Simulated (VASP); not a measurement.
A run of VASP 6.6.1 is set up as follows.

INCAR

```
SYSTEM = Ca
PREC     = Accurate       ! precision mode
ENCUT    = 520            ! plane-wave cutoff, eV
EDIFF    = 1E-6           ! SCF threshold, eV
ISMEAR   = 0              ! smearing method
SIGMA    = 0.15           ! smearing width, eV
LREAL    = .False.        ! projectors in reciprocal space
LASPH    = .True.         ! aspherical terms in the spheres
NELM     = 100            ! most SCF steps
ALGO     = Fast           ! electronic algorithm
ISIF     = 2              ! what is computed and relaxed
LWAVE    = .False.        ! write WAVECAR
LCHARG   = .False.        ! write CHGCAR
GGA      = PE             ! functional
NBANDS   = 11             ! bands
```

KPOINTS

```
regular mesh
0
Gamma
  16 16 16
  0 0 0
```

File POSCAR:

```
Ca
1.0
   -2.0949446584      2.0949446584      2.3059205505
    2.0949446584     -2.0949446584      2.3059205505
    2.0949446584      2.0949446584     -2.3059205505
Ca
1
Direct
    0.5000000000      0.5000000000      0.0000000000
```

Potentials or basis: VASP PAW PBE potentials, release 64 (Ca_sv).

The run is started by

```sh
$ cat potpaw_PBE.64/Ca_sv/POTCAR > POTCAR
$ mpirun -np 1 vasp_std > vasp.out
```

What does it give for the band gap on the k mesh?

Zero (band 5 reaches 2.45 eV, above the bottom of band 6 at 2.10 eV).

Estimate the pressure.

0.7 GPa.

Stress tensor (GPa, compression positive):
```
0.67 0.00 0.00
0.00 0.67 0.00
0.00 0.00 0.91
```

Caveat: the cell differs from its parent crystal (strain -0.050 along x and y, +0.050 along z).
